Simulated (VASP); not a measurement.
# Zn (P6_3/mmc) in VASP: notebook

Aim: see how the results for Zn move with the level of theory and the settings. Levels: revPBE, BLYP, r2SCAN, LDA. Tasks: single point, relaxation of cell and atoms.

Everything below comes from runs of VASP 6.6.1. Logs are shortened: lines on timing, memory, paths and dates and some standing lists are left out, and cuts for length are marked.

**1. The cell of the first run**

Symmetry: P6_3/mmc, No. 194, hexagonal system. The conventional cell has a = 2.722 Å, b = 2.722 Å, c = 4.835 Å, α = 90.00°, β = 90.00°, γ = 120.00°. Within 3.6 Å of Zn (site symmetry -6m2) lie 12 Zn at 2.72 to 2.88 Å.

**2. Single point, revPBE**

INCAR reads:

```
SYSTEM = Zn
PREC = Accurate ; ENCUT = 520
EDIFF = 1E-7 ; ISMEAR = -1
SIGMA = 0.05 ; LREAL = .False.
LASPH = .True. ; NELM = 60
ALGO = Fast ; ISIF = 2
LWAVE = .False. ; LCHARG = .True.
GGA = RE ; LELF = .True.
LVHAR = .True. ; NBANDS = 19
```

KPOINTS reads:

```
regular mesh
0
Gamma
  11 11 6
  0 0 0
```

POSCAR reads:

```
Zn
1.0
    2.7224484786      0.0000000000      0.0000000000
   -1.3612242393      2.3577095430      0.0000000000
    0.0000000000      0.0000000000      4.8347489390
Zn
2
Direct
    0.6666666667      0.3333333333      0.7500000000
    0.3333333333      0.6666666667      0.2500000000
```

Potentials or basis: VASP PAW PBE potentials, release 64 (Zn).

Launch:

```console
> cat potpaw_PBE.64/Zn/POTCAR > POTCAR
> mpirun -np 1 vasp_std > vasp.out
```

OUTCAR:

```text
SYSTEM = Zn
   PREC = Accurate
   ENCUT = 520
   EDIFF = 1E-7
   ISMEAR = -1
   LREAL = .False.
   LASPH = .True.
   NELM = 60
   ISIF = 2
   GGA = RE

 ion  position               nearest neighbor table
   1  0.667  0.333  0.750-   2 2.88   2 2.88   2 2.88   2 2.88   2 2.88   2 2.88
   2  0.333  0.667  0.250-   1 2.88   1 2.88   1 2.88   1 2.88   1 2.88   1 2.88

  LATTYP: Found a hexagonal cell.
 ALAT       =     2.7224484786
 C/A-ratio  =     1.7758826207

  Lattice vectors:

 A1 = (   2.7224484786,   0.0000000000,   0.0000000000)
 A2 = (  -1.3612242393,   2.3577095430,   0.0000000000)
 A3 = (   0.0000000000,   0.0000000000,   4.8347489390)

Analysis of symmetry for initial positions (statically):
=====================================================================
 Subroutine PRICEL returns:
 Original cell was already a primitive cell.

 Routine SETGRP: Setting up the symmetry group for a
 hexagonal supercell.

 Subroutine GETGRP returns: Found 24 space group operations
 (whereof 12 operations were pure point group operations)
 out of a pool of 24 trial point group operations.

The static configuration has the point symmetry D_3d.
 The point group associated with its full space group is D_6h.

Analysis of symmetry for dynamics (positions and initial velocities):
=====================================================================
 Subroutine PRICEL returns:
 Original cell was already a primitive cell.

 Routine SETGRP: Setting up the symmetry group for a
 hexagonal supercell.

 Subroutine GETGRP returns: Found 24 space group operations
 (whereof 12 operations were pure point group operations)
 out of a pool of 24 trial point group operations.

The dynamic configuration has the point symmetry D_3d.
 The point group associated with its full space group is D_6h.

 Subroutine INISYM returns: Found 24 space group operations
 (whereof 12 operations are pure point group operations),
 and found     1 'primitive' translations

----------------------------------------------------------------------------------------

                                     Primitive cell

  volume of cell :      31.0330

  direct lattice vectors                    reciprocal lattice vectors
     2.722448479  0.000000000  0.000000000     0.367316409  0.212070228  0.000000000
[... 76 lines left out ...]
 SYSTEM =  Zn
   PREC   = accura    normal or accurate (medium, high low for compatibility)
   ISTART =      0    job   : 0-new  1-cont  2-samecut
   ICHARG =      2    charge: 1-file 2-atom 10-const
   ISPIN  =      1    spin polarized calculation?
   LNONCOLLINEAR =      F non collinear calculations
   LSORBIT =      F    spin-orbit coupling
   LASPH  =      T    aspherical Exc in radial PAW
   ENCUT  =  520.0 eV  38.22 Ry    6.18 a.u.   5.06  5.06  8.99*2*pi/ulx,y,z
   NELM   =     60;   NELMIN=  2; NELMDL= -5     # of ELM steps
   EDIFF  = 0.1E-06   stopping-criterion for ELM
   LREAL  =      F    real-space projection
   EDIFFG = 0.1E-05   stopping-criterion for IOM
   NSW    =      0    number of steps for IOM
   IBRION =     -1    ionic relax: 0-MD 1-quasi-New 2-CG
   NFREE  =      0    steps in history (QN), initial steepest desc. (CG)
   ISIF   =      2    stress and relaxation
   ISYM   =      2    0-nonsym 1-usesym 2-fastsym
   POTIM  = 0.5000    time-step for ionic-motion
   TEBEG  =    0.0;   TEEND  =   0.0 temperature during run
   PSTRESS=    0.0 pullay stress
   NELECT =      24.0000    total number of electrons
   NUPDOWN=      -1.0000    fix difference up-down
   EMIN   =  10.00;   EMAX   =-10.00  energy-range for DOS
   EFERMI =   0.00;   METHOD = LEGACY
   ISMEAR =    -1;   SIGMA  =   0.05  broadening in eV -4-tet -1-fermi 0-gaus
   EFERMI_NEDOS =   21; number of points for ismear=-14 and -15
   IALGO  =     68    algorithm
   IMIX   =      4    mixing-type and parameters
     AMIX     =   0.40;   BMIX     =  1.00
     AMIX_MAG =   1.60;   BMIX_MAG =  1.00
  volume/ion in A,a.u.               =      15.52       104.71
  Fermi-wavevector in a.u.,A,eV,Ry     =   1.502694  2.839680 30.723178  2.258090
  Thomas-Fermi vector in A             =   2.613901
   LORBIT       =      0    0 simple, 1 ext, 2 COOP (PROOUT), +10 PAW based schemes
   GGA     = RE    functional components
   LHFCALC =     F    Hartree Fock is set to
   AEXX    =    0.0000 exact exchange contribution
   IVDW    =     0    specifies the selected vdW correction
   LEPSILON=     F    determine dielectric tensor
   LRPA    =     F    only Hartree local field effects (RPA)
 non-spin polarized calculation
 RMM-DIIS sequential band-by-band and
  energy-cutoff  :      520.00
  volume of cell :       31.03
 maximum number of plane-waves:       848
   NGX = 11   NGY = 11   NGZ = 17

 number of electron      24.0000007 magnetization

 Free energy of the ion-electron system (eV)
  ---------------------------------------------------
  ext. energy  EPLUGINS =         0.00000000
  ---------------------------------------------------
  free energy    TOTEN  =        -1.61268786 eV

  energy without entropy =       -1.60924480  energy(sigma->0) =       -1.61096633

 E-fermi :   3.1150     XC(G=0): -11.3559

 val. band max:        2.8425185693   @ k =   0.0909  -0.0000   0.1667
 cond. band min:       3.1484856457   @ k =   0.4545   0.0909   0.5000
 fundamental gap:      0.3059670764
 Fermi energy:         3.1150450701

 k-point     1 :       0.0000    0.0000    0.0000
  band No.  band energies     occupation
      1      -7.1457      2.00000
      2      -5.3415      2.00000
      3      -4.6890      2.00000
      4      -4.5177      2.00000
      5      -4.5177      2.00000
      6      -4.4590      2.00000
[... 505 lines left out ...]
      6      -4.4423      2.00000
[... 11 lines left out ...]
     18      17.1945      0.00000
     19      19.6779      0.00000

 [... further k-points ...]
[... 5 lines left out ...]
  --------------------------------------------------------------------------------------
  -------------------------------------------------------------------------------------
  Total        0.0816238      0.0816238      0.0418100      0.0000000     -0.0000000      0.0000000
  in kB        4.2140847      4.2140847      2.1585752      0.0000000     -0.0000000      0.0000000
  external PRESSURE =       3.5289149 kB  Pullay stress =       0.0000000 kB

 VOLUME and BASIS-vectors are now :
 -----------------------------------------------------------------------------
  energy-cutoff  :      520.00
  volume of cell :       31.03
      direct lattice vectors                 reciprocal lattice vectors
     2.722448479  0.000000000  0.000000000     0.367316409  0.212070228  0.000000000
    -1.361224239  2.357709543  0.000000000     0.000000000  0.424140456  0.000000000
     0.000000000  0.000000000  4.834748939     0.000000000  0.000000000  0.206835973

 POSITION                                       TOTAL-FORCE (eV/Angst)
 -----------------------------------------------------------------------------------
      1.36122      0.78590      3.62606        -0.000000      0.000000      0.000000
     -0.00000      1.57181      1.20869         0.000000     -0.000000      0.000000
 -----------------------------------------------------------------------------------
    total drift:                               -0.000000      0.000000      0.000000

  FREE ENERGIE OF THE ION-ELECTRON SYSTEM (eV)
  ---------------------------------------------------
  free  energy   TOTEN  =        -1.6126878639 eV

  energy  without entropy=       -1.6092447985  energy(sigma->0) =       -1.61096633
```

stdout:

```text
POSCAR found type information on POSCAR Zn
 POSCAR found :  1 types and       2 ions
 scaLAPACK will be used
 -----------------------------------------------------------------------------
|                                                                             |
|                                                                             |
|     You enforced a specific xc type in the INCAR file but a different       |
|     I HOPE YOU KNOW WHAT YOU ARE DOING!                                     |
|                                                                             |
 -----------------------------------------------------------------------------

 LDA part: xc-table for (Slater+PW92), standard interpolation
 POSCAR, INCAR and KPOINTS ok, starting setup
 FFT: planning ... GRIDC
 FFT: planning ... GRID_SOFT
 FFT: planning ... GRID
 WAVECAR not read
 entering main loop
 num prob RMM:  14    -0.161268786387E+01    0.66249E-07   -0.27321E-07  1903   0.732E-03
```

It took 14 s on 1 thread of Intel Xeon 6975P-C (Granite Rapids), shared host; peak memory 0.15 GiB.

Results:

```yaml
Free_energy: -1.6127 eV
Pressure: 0.4 GPa
Band_gap_on_the_k_mesh: zero (band 12 reaches 4.56 eV, above the bottom of band 13 at 0.57 eV)
```

Caveat: the PAW data sets were made with another functional, which shifts forces and pressure a little.

(Continued in part 2 of 3.)
